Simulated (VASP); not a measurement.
# HfC (Fm-3m) in VASP: single point with PBE

Aim: the single point of HfC with PBE.

Program: VASP 6.6.1. These are calculated values, not measurements. Logs are shortened: lines on timing, memory, paths and dates and some standing lists are left out, and cuts for length are marked.

### 1 The cell of the first run

Symmetry: Fm-3m, No. 225, cubic system. The conventional cell has a = 4.650 Å, b = 4.650 Å, c = 4.650 Å, α = 90.00°, β = 90.00°, γ = 90.00°. Hf (site symmetry m-3m) has 6 C at 2.33 Å within 3.1 Å. C (site symmetry m-3m) has 6 Hf at 2.33 Å within 3.1 Å.

### 2 Single point, PBE

Contents of INCAR:

```
SYSTEM = HfC
PREC = Accurate
ENCUT = 600
EDIFF = 1E-6
ISMEAR = 1
SIGMA = 0.1
LREAL = .False.
LASPH = .True.
NELM = 120
ALGO = Normal
ISIF = 2
LWAVE = .False.
LCHARG = .True.
GGA = PE
LELF = .True.
LVHAR = .True.
NBANDS = 14
GGA_COMPAT = .False.
```

Contents of KPOINTS:

```
Automatic mesh
0
Gamma
  9 9 9
  0 0 0
```

Contents of POSCAR:

```
HfC
1.0
    0.0000000000      2.3250000000      2.3250000000
    2.3250000000      0.0000000000      2.3250000000
    2.3250000000      2.3250000000      0.0000000000
Hf C
1 1
Direct
    0.5000000000      0.5000000000      0.5000000000
    0.0000000000      0.0000000000      0.0000000000
```

Potentials or basis: VASP PAW PBE potentials, release 64 (Hf_pv, C).

On the command line:

```console
$ cat potpaw_PBE.64/Hf_pv/POTCAR potpaw_PBE.64/C/POTCAR > POTCAR
$ mpirun -np 1 vasp_std > vasp.out
```

OUTCAR:

```text
SYSTEM = HfC
   PREC = Accurate
   ENCUT = 600
   EDIFF = 1E-6
   ISMEAR = 1
   LREAL = .False.
   LASPH = .True.
   NELM = 120
   ISIF = 2
   GGA = PE

 ion  position               nearest neighbor table
   1  0.500  0.500  0.500-   2 2.33   2 2.33   2 2.33   2 2.33   2 2.33   2 2.33
   2  0.000  0.000  0.000-   1 2.33   1 2.33   1 2.33   1 2.33   1 2.33   1 2.33

  LATTYP: Found a face centered cubic cell.
 ALAT       =     4.6500000000

  Lattice vectors:

 A1 = (   0.0000000000,   2.3250000000,   2.3250000000)
 A2 = (   2.3250000000,   0.0000000000,   2.3250000000)
 A3 = (   2.3250000000,   2.3250000000,   0.0000000000)

Analysis of symmetry for initial positions (statically):
=====================================================================
 Subroutine PRICEL returns:
 Original cell was already a primitive cell.

 Routine SETGRP: Setting up the symmetry group for a
 face centered cubic supercell.

 Subroutine GETGRP returns: Found 48 space group operations
 (whereof 48 operations were pure point group operations)
 out of a pool of 48 trial point group operations.

The static configuration has the point symmetry O_h .

Analysis of symmetry for dynamics (positions and initial velocities):
=====================================================================
 Subroutine PRICEL returns:
 Original cell was already a primitive cell.

 Routine SETGRP: Setting up the symmetry group for a
 face centered cubic supercell.

 Subroutine GETGRP returns: Found 48 space group operations
 (whereof 48 operations were pure point group operations)
 out of a pool of 48 trial point group operations.

The dynamic configuration has the point symmetry O_h .

 Subroutine INISYM returns: Found 48 space group operations
 (whereof 48 operations are pure point group operations),
 and found     1 'primitive' translations

----------------------------------------------------------------------------------------

                                     Primitive cell

  volume of cell :      25.1362

  direct lattice vectors                    reciprocal lattice vectors
     0.000000000  2.325000000  2.325000000    -0.215053763  0.215053763  0.215053763
     2.325000000  0.000000000  2.325000000     0.215053763 -0.215053763  0.215053763
     2.325000000  2.325000000  0.000000000     0.215053763  0.215053763 -0.215053763

  length of vectors
     3.288046533  3.288046533  3.288046533     0.372484045  0.372484045  0.372484045

  position of ions in fractional coordinates (direct lattice)
     0.500000000  0.500000000  0.500000000
     0.000000000  0.000000000  0.000000000

  ion indices of the primitive-cell ions
   primitive index   ion index
                 1           1
                 2           2

----------------------------------------------------------------------------------------

 KPOINTS: Automatic mesh

Automatic generation of k-mesh.
 Grid dimensions read from file:
 generate k-points for:    9    9    9

 Generating k-lattice:

  Cartesian coordinates                     Fractional coordinates (reciprocal lattice)
    -0.023894863  0.023894863  0.023894863     0.111111111  0.000000000  0.000000000
     0.023894863 -0.023894863  0.023894863     0.000000000  0.111111111  0.000000000
     0.023894863  0.023894863 -0.023894863     0.000000000  0.000000000  0.111111111

  Length of vectors
     0.041387116  0.041387116  0.041387116

  Shift w.r.t. Gamma in fractional coordinates (k-lattice)
     0.000000000  0.000000000  0.000000000

 Subroutine IBZKPT returns following result:
 ===========================================

 Found     35 irreducible k-points:

 Following reciprocal coordinates:
            Coordinates               Weight
  0.000000  0.000000  0.000000      1.000000
  0.111111  0.000000  0.000000      8.000000
  0.222222  0.000000  0.000000      8.000000
  0.333333  0.000000  0.000000      8.000000
  0.444444  0.000000  0.000000      8.000000
  0.111111  0.111111  0.000000      6.000000
[... 16 lines left out ...]
 -0.333333  0.333333  0.000000     12.000000
  0.444444  0.444444  0.000000      6.000000
 [... further k-points ...]
   k-points           NKPTS =     35   k-points in BZ     NKDIM =     35   number of bands    NBANDS=     14
   number of dos      NEDOS =    301   number of ions     NIONS =      2
   total plane-waves  NPLWV =  21952
   dimension x,y,z NGX =    28 NGY =   28 NGZ =   28
   dimension x,y,z NGXF=    56 NGYF=   56 NGZF=   56
   ions per type =               1   1
   NGX,Y,Z   is equivalent  to a cutoff of  14.16, 14.16, 14.16 a.u.
   NGXF,Y,Z  is equivalent  to a cutoff of  28.31, 28.31, 28.31 a.u.
 SYSTEM =  HfC
   PREC   = accura    normal or accurate (medium, high low for compatibility)
   ISTART =      0    job   : 0-new  1-cont  2-samecut
   ICHARG =      2    charge: 1-file 2-atom 10-const
   ISPIN  =      1    spin polarized calculation?
   LNONCOLLINEAR =      F non collinear calculations
   LSORBIT =      F    spin-orbit coupling
   LASPH  =      T    aspherical Exc in radial PAW
   ENCUT  =  600.0 eV  44.10 Ry    6.64 a.u.   6.57  6.57  6.57*2*pi/ulx,y,z
   NELM   =    120;   NELMIN=  2; NELMDL= -5     # of ELM steps
   EDIFF  = 0.1E-05   stopping-criterion for ELM
   LREAL  =      F    real-space projection
   EDIFFG = 0.1E-04   stopping-criterion for IOM
   NSW    =      0    number of steps for IOM
   IBRION =     -1    ionic relax: 0-MD 1-quasi-New 2-CG
   NFREE  =      0    steps in history (QN), initial steepest desc. (CG)
   ISIF   =      2    stress and relaxation
   ISYM   =      2    0-nonsym 1-usesym 2-fastsym
   POTIM  = 0.5000    time-step for ionic-motion
   TEBEG  =    0.0;   TEEND  =   0.0 temperature during run
   PSTRESS=    0.0 pullay stress
   NELECT =      14.0000    total number of electrons
   NUPDOWN=      -1.0000    fix difference up-down
   EMIN   =  10.00;   EMAX   =-10.00  energy-range for DOS
   EFERMI =   0.00;   METHOD = LEGACY
   ISMEAR =     1;   SIGMA  =   0.10  broadening in eV -4-tet -1-fermi 0-gaus
   EFERMI_NEDOS =   21; number of points for ismear=-14 and -15
   IALGO  =     38    algorithm
   IMIX   =      4    mixing-type and parameters
     AMIX     =   0.40;   BMIX     =  1.00
     AMIX_MAG =   1.60;   BMIX_MAG =  1.00
  volume/ion in A,a.u.               =      12.57        84.81
  Fermi-wavevector in a.u.,A,eV,Ry     =   1.346949  2.545365 24.684672  1.814272
  Thomas-Fermi vector in A             =   2.474740
   LORBIT       =      0    0 simple, 1 ext, 2 COOP (PROOUT), +10 PAW based schemes
   GGA     = PE    functional components
   LHFCALC =     F    Hartree Fock is set to
   AEXX    =    0.0000 exact exchange contribution
   IVDW    =     0    specifies the selected vdW correction
   LEPSILON=     F    determine dielectric tensor
   LRPA    =     F    only Hartree local field effects (RPA)
 non-spin polarized calculation
 Methfessel and Paxton  Order N= 1 SIGMA  =   0.10
  energy-cutoff  :      600.00
  volume of cell :       25.14
 maximum number of plane-waves:       869
 NGX is ok and might be reduce to    28
   NGX = 13   NGY = 13   NGZ = 13

 number of electron      14.0000000 magnetization

 Free energy of the ion-electron system (eV)
  ---------------------------------------------------
  ext. energy  EPLUGINS =         0.00000000
  ---------------------------------------------------
  free energy    TOTEN  =       -21.04336593 eV

  energy without entropy =      -21.04330921  energy(sigma->0) =      -21.04334702

 E-fermi :   5.8745     XC(G=0): -12.2851

 val. band max:        5.8224451301   @ k =   0.1111   0.0000   0.0000
 cond. band min:       6.0257420180   @ k =   0.1111   0.1111   0.0000
 fundamental gap:      0.2032968879
 Fermi energy:         5.8745313789

 k-point     1 :       0.0000    0.0000    0.0000
  band No.  band energies     occupation
      1     -23.6184      2.00000
      2     -23.6184      2.00000
      3     -23.6184      2.00000
      4      -6.3568      2.00000
      5       6.9523     -0.00000
      6       6.9523     -0.00000
      7       6.9523     -0.00000
      8       7.3447     -0.00000
      9       7.3447     -0.00000
     10       7.3447     -0.00000
     11       9.3439      0.00000
     12       9.3439      0.00000
     13      12.7804      0.00000
     14      16.9538      0.00000

 k-point     2 :       0.1111    0.0000    0.0000
  band No.  band energies     occupation
      1     -23.7024      2.00000
      2     -23.6265      2.00000
      3     -23.6265      2.00000
      4      -6.0499      2.00000
      5       5.3916      2.00000
      6       5.8224      1.76268
      7       5.8224      1.76268
      8       7.8158     -0.00000
      9       7.8158     -0.00000
     10       8.1792      0.00000
     11      10.6422      0.00000
     12      10.6422      0.00000
     13      13.4450      0.00000
     14      17.8000      0.00000

 k-point     3 :       0.2222    0.0000    0.0000
  band No.  band energies     occupation
      1     -23.9087      2.00000
      2     -23.6470      2.00000
      3     -23.6470      2.00000
      4      -5.2051      2.00000
      5       3.4062      2.00000
      6       4.4870      2.00000
      7       4.4870      2.00000
      8       8.7085      0.00000
      9       8.7085      0.00000
     10       8.7713      0.00000
     11      12.8997      0.00000
     12      12.8997      0.00000
     13      14.7177      0.00000
     14      19.5834      0.00000
[... 324 lines left out ...]
 k-point    23 :      -0.3333    0.3333    0.0000
  band No.  band energies     occupation
      1     -24.0659      2.00000
      2     -24.0410      2.00000
      3     -23.7579      2.00000
      4      -3.4719      2.00000
      5       1.6581      2.00000
      6       3.2178      2.00000
      7       3.7833      2.00000
      8       8.7758      0.00000
      9      11.0965      0.00000
     10      11.7075      0.00000
     11      13.6554      0.00000
     12      15.7817      0.00000
     13      17.9538      0.00000
     14      19.2727      0.00000

 k-point    24 :       0.4444    0.4444    0.0000
  band No.  band energies     occupation
      1     -24.1948      2.00000
      2     -23.8430      2.00000
      3     -23.8430      2.00000
      4      -4.4334      2.00000
      5       3.1432      2.00000
      6       4.2483      2.00000
      7       5.8135      1.84954
      8       5.8135      1.84954
      9      11.1902      0.00000
     10      12.6822      0.00000
     11      12.6822      0.00000
     12      14.6227      0.00000
     13      15.2924      0.00000
     14      18.5233      0.00000

 [... further k-points ...]

------------------------ aborting loop because EDIFF is reached ----------------------------------------

  FORCE on cell =-STRESS in cart. coord.  units (eV):
  Direction    XX          YY          ZZ          XY          YZ          ZX
  --------------------------------------------------------------------------------------
  -------------------------------------------------------------------------------------
  Total       -0.0836627     -0.0836627     -0.0836627      0.0000000      0.0000000      0.0000000
  in kB       -5.3326536     -5.3326536     -5.3326536      0.0000000      0.0000000      0.0000000
  external PRESSURE =      -5.3326536 kB  Pullay stress =       0.0000000 kB

 VOLUME and BASIS-vectors are now :
 -----------------------------------------------------------------------------
  energy-cutoff  :      600.00
  volume of cell :       25.14
      direct lattice vectors                 reciprocal lattice vectors
     0.000000000  2.325000000  2.325000000    -0.215053763  0.215053763  0.215053763
     2.325000000  0.000000000  2.325000000     0.215053763 -0.215053763  0.215053763
     2.325000000  2.325000000  0.000000000     0.215053763  0.215053763 -0.215053763

 POSITION                                       TOTAL-FORCE (eV/Angst)
 -----------------------------------------------------------------------------------
      2.32500      2.32500      2.32500         0.000000     -0.000000     -0.000000
      0.00000      0.00000      0.00000        -0.000000      0.000000      0.000000
 -----------------------------------------------------------------------------------
    total drift:                                0.000000      0.000000      0.000000

  FREE ENERGIE OF THE ION-ELECTRON SYSTEM (eV)
  ---------------------------------------------------
  free  energy   TOTEN  =       -21.0433659254 eV

  energy  without entropy=      -21.0433092128  energy(sigma->0) =      -21.04334702
```

It took 11 s on 1 thread of AMD EPYC 9R45 (Zen 5), shared host; peak memory 0.13 GiB.

What came out:

| Item | Value |
| --- | --- |
| Free energy | -21.0434 eV |
| Pressure | -0.5 GPa |
| Band gap on the k mesh | zero (band 7 reaches 6.95 eV, above the bottom of band 8 at 5.59 eV) |

Caveat: spin-orbit coupling is left out, which moves the levels of the heavy elements.
